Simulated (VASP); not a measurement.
Crystal: C4F.

```xyz
5
Lattice="-2.5859 2.5859 2.5859 2.5859 -2.5859 2.5859 2.5859 2.5859 -2.5859" Properties=species:S:1:pos:R:3 pbc="T T T"
C     1.2929    1.2929    1.2929
C     1.2929    1.2929   -1.2929
C     1.2929   -1.2929    1.2929
C    -1.2929    1.2929    1.2929
F     0.0000    0.0000    0.0000
```

- Program: VASP 6.6.1
- Task: relaxation of cell and atoms
- Functional: PBE
- Dispersion: D3(BJ)
- Potentials or basis: VASP PAW PBE potentials, release 64 (C, F)
- Cutoff: 600 eV
- k mesh: 6 × 6 × 6
- Occupations: gaussian, width 0.1 eV
- Spin: no spin polarisation

At the start: pressure -20.6 GPa; volume 13.83 Å³/atom.

Q: Where does the relaxation end?

A: Over 7 steps the energy falls by 430.1 meV/atom and the volume is 9.51 Å³/atom (-31.3 %); space group Im-3m (No. 229, to 0.05 Å).

Step by step:
```tsv
step	energy change (eV)	largest force (eV/Å)	pressure (GPa)	volume (Å³)
1	0.0000	0.0000	-20.63	69.17
2	-1.8509	0.0000	-13.80	52.83
3	-2.0570	0.0000	10.30	45.28
4	-2.1440	0.0000	-3.31	48.13
5	-2.1498	0.0000	0.97	47.40
6	-2.1489	0.0000	-1.64	47.82
7	-2.1503	0.0000	-0.01	47.55
```

Final structure:
```yaml
crystal:
  lattice:
    - [-2.28226, 2.28226, 2.28226]
    - [2.28226, -2.28226, 2.28226]
    - [2.28226, 2.28226, -2.28226]
  atoms:
    - { symbol: C, position: [0.50000, 0.50000, 0.50000] }
    - { symbol: C, position: [0.00000, 0.00000, 0.50000] }
    - { symbol: C, position: [0.00000, 0.50000, 0.00000] }
    - { symbol: C, position: [0.50000, 0.00000, 0.00000] }
    - { symbol: F, position: [0.00000, 0.00000, 0.00000] }
```

Caveat: the volume moved by over 15 % at a fixed basis, so the end points are rough; an odd number of electrons without spin polarisation forces a metal; a magnetic or distorted state may lie lower; pairwise dispersion overbinds metals, which lowers pressure and volume.
